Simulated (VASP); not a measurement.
Crystal: Cu3S.

```
CELL_PARAMETERS angstrom
3.46000 0.00000 0.00000
0.00000 3.46000 0.00000
0.00000 0.00000 3.46000
ATOMIC_POSITIONS crystal
S 0.00000 0.00000 0.00000
Cu 0.00000 0.50000 0.50000
Cu 0.50000 0.00000 0.50000
Cu 0.50000 0.50000 0.00000
```

| Item | Value |
| --- | --- |
| Program | VASP 6.6.1 |
| Task | relaxation of cell and atoms |
| Functional | PBE |
| Potentials or basis | VASP PAW PBE potentials, release 64 (S, Cu) |
| Cutoff | 600 eV |
| k mesh | 7 × 7 × 7 |
| Occupations | gaussian, width 0.05 eV |
| Spin | no spin polarisation |

At the start: pressure 40.9 GPa; volume 10.36 Å³/atom.

Question: How do energy, volume and symmetry change on relaxing?

Answer: Over 3 steps the energy falls by 240.7 meV/atom and the volume is 12.70 Å³/atom (+22.6 %); space group Pm-3m (No. 221, to 0.1 Å) before and after.

Step by step:
```tsv
step	energy change (eV)	largest force (eV/Å)	pressure (GPa)	volume (Å³)
1	0.0000	0.0000	40.88	41.42
2	-0.5644	0.0000	-12.92	59.37
3	-0.9629	0.0000	0.25	50.79
```

Final structure:
```
S Cu
1.0
     3.70323    0.00000    0.00000
     0.00000    3.70323    0.00000
     0.00000    0.00000    3.70323
S Cu
1 3
Direct
  0.00000 0.00000 0.00000
  0.00000 0.50000 0.50000
  0.50000 0.00000 0.50000
  0.50000 0.50000 0.00000
```

Caveat: the volume moved by over 15 % at a fixed basis, so the end points are rough.
